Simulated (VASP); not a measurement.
A run of VASP 6.6.1 is set up as follows.

Contents of INCAR:

```
SYSTEM = SiC16
PREC     = Accurate       ! precision mode
ENCUT    = 520            ! plane-wave cutoff, eV
EDIFF    = 1E-6           ! SCF threshold, eV
ISMEAR   = 0              ! smearing method
SIGMA    = 0.05           ! smearing width, eV
LREAL    = Auto         
LASPH    = .TRUE.         ! aspherical terms in the spheres
NELM     = 150            ! most SCF steps
ALGO     = Fast           ! electronic algorithm
ISIF     = 2              ! what is computed and relaxed
LWAVE    = .FALSE.        ! write WAVECAR
LCHARG   = .TRUE.         ! write CHGCAR
ISPIN    = 2              ! spin polarisation
MAGMOM   = 0 0 0 0 0 0 0 0 0 0 0 0 0 0 0 0 2 ! initial moments
LORBIT   = 11             ! projections on sites
LDIPOL   = .TRUE.       
IDIPOL   = 3            
DIPOL    = 0.5 0.5 0.309
GGA      = PE             ! functional
IVDW     = 12             ! dispersion correction
LELF     = .TRUE.         ! ELF
LVHAR    = .TRUE.       
LVACPOTAV= .TRUE.       
NBANDS   = 52             ! bands
```

The input KPOINTS:

```
Automatic mesh
0
G
  6 6 1
  0 0 0
```

File POSCAR:

```
SiC16
1.0
    4.9298676323      0.0000000000      0.0000000000
    0.0000000000      4.4224271195      0.0000000000
    0.0000000000      0.0000000000     22.6937497910
C Si
16 1
Direct
    0.2500000000      0.4155274488      0.1762599851
    0.7500000000      0.4155274488      0.1762599851
    0.0000000000      0.5195584910      0.2001803947
    0.5000000000      0.5195584910      0.2001803947
    0.0000000000      0.7272227621      0.2480852155
    0.5000000000      0.7272227621      0.2480852155
    0.2500000000      0.8312538043      0.2720056251
    0.7500000000      0.8312538043      0.2720056251
    0.2500000000      0.0442051686      0.3198734326
    0.7500000000      0.0442051686      0.3198734326
    0.0000000000      0.1500808487      0.3425973485
    0.5000000000      0.1500808487      0.3425973485
    0.0000000000      0.3779776253      0.3900566375
    0.5000000000      0.3779776253      0.3900566375
    0.2500000000      0.4764186278      0.4095290499
    0.7500000000      0.4764186278      0.4095290499
    0.5000000000      1.3097519612      0.5329110395
```

Potentials or basis: VASP PAW PBE potentials, release 64 (C, Si).

Command:

```console
$ cat potpaw_PBE.64/C/POTCAR potpaw_PBE.64/Si/POTCAR > POTCAR
$ mpirun -np 1 vasp_std > vasp.out
```

Estimate the dispersion energy per atom.

-0.123 eV.

What does it give for the net moment?

0.52 μB per cell.

Estimate the largest force.

3.135 eV/Å.

Forces in eV/Å, atoms in the order of the input:
```
C    0.003  1.288  1.620
C   -0.003  1.288  1.620
C    0.000 -2.008 -2.407
C    0.000 -2.003 -2.397
C    0.000  0.852  1.016
C    0.000  0.847  1.026
C   -0.013 -0.182 -0.210
C    0.013 -0.182 -0.210
C    0.033 -0.131 -0.167
C   -0.033 -0.131 -0.167
C    0.000  0.483  0.025
C    0.000  0.483 -0.057
C    0.000 -0.709 -0.872
C    0.000 -1.132 -1.645
C    0.435  0.164  2.374
C   -0.435  0.164  2.374
Si   0.000  0.906 -1.923
```
